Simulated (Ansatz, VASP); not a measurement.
## Two plane-wave programs on HgTe

```
Hg Te
1.0
     0.00000    3.04987    3.04987
     3.04987    0.00000    3.04987
     3.04987    3.04987    0.00000
Hg Te
1 1
Direct
  0.00000 0.00000 0.00000
  0.25000 0.25000 0.25000
```

Change from the starting cell: volume scaled by 0.8, PAW files.

Alike in both runs: task single point; functional r2SCAN; k mesh 12 × 12 × 12; occupations fermi-dirac, width 0.08 eV; no spin polarisation.

|  | VASP | Ansatz |
| --- | --- | --- |
| version | VASP 6.6.1 | Ansatz 0.2.0 |
| potentials or method | VASP PAW PBE potentials, release 64 (Hg, Te) | PAW with Ansatz's default frozen-core files, scalar-relativistic |
| plane-wave cutoff (eV) | 520 | 500 |
| valence electrons in the cell | 18 | 36 |

Ansatz gave:

| Quantity | Value |
| --- | --- |
| pressure (GPa) | 15.9 |

Question: Which values does VASP return?

Answer: Pressure (GPa): 16.0.

VASP's potentials were made for PBE, not for r2SCAN. The functional is the same, so the differences come from potentials, cutoffs and numerics. VASP's potentials hold 18 valence electrons a cell and Ansatz's 36, so a difference there can come from the potentials and not from the codes.

Spin-orbit coupling is off throughout.
